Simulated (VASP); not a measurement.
A run of VASP 6.6.1:

INCAR

```
SYSTEM = WC
ALGO = Normal
EDIFF = 1E-6
ENCUT = 520
GGA = PE
ISIF = 2
ISMEAR = 0
LASPH = .TRUE.
LCHARG = .FALSE.
LREAL = .FALSE.
LWAVE = .FALSE.
NBANDS = 16
NELM = 100
PREC = Accurate
SIGMA = 0.1
```

The input KPOINTS:

```
k-points
0
G
  18 18 14
  0 0 0
```

The input POSCAR:

```
WC
1.0
    2.9216789202      0.0000000000      0.0000000000
   -1.4608394601      2.5302481666      0.0000000000
    0.0000000000      0.0000000000      2.8470525734
W C
1 1
Direct
    0.0000000000      0.0000000000      0.0000000000
    0.6666666667      0.3333333333      0.5000000000
```

Potentials or basis: VASP PAW PBE potentials, release 64 (W_sv, C).

Launch:

```console
$ cat potpaw_PBE.64/W_sv/POTCAR potpaw_PBE.64/C/POTCAR > POTCAR
$ mpirun -np 1 vasp_std > vasp.out
```

Hardware: 1 thread of Intel(R) Xeon(R) Platinum 8488C (Sapphire Rapids) (shared host).

Problem. How long does it take, and how much memory?

Solution. Wall time 33 s on 1 thread of Intel(R) Xeon(R) Platinum 8488C (Sapphire Rapids) (shared host), peak memory 0.22 GiB. Counts: scf iterations 12, k points 296.
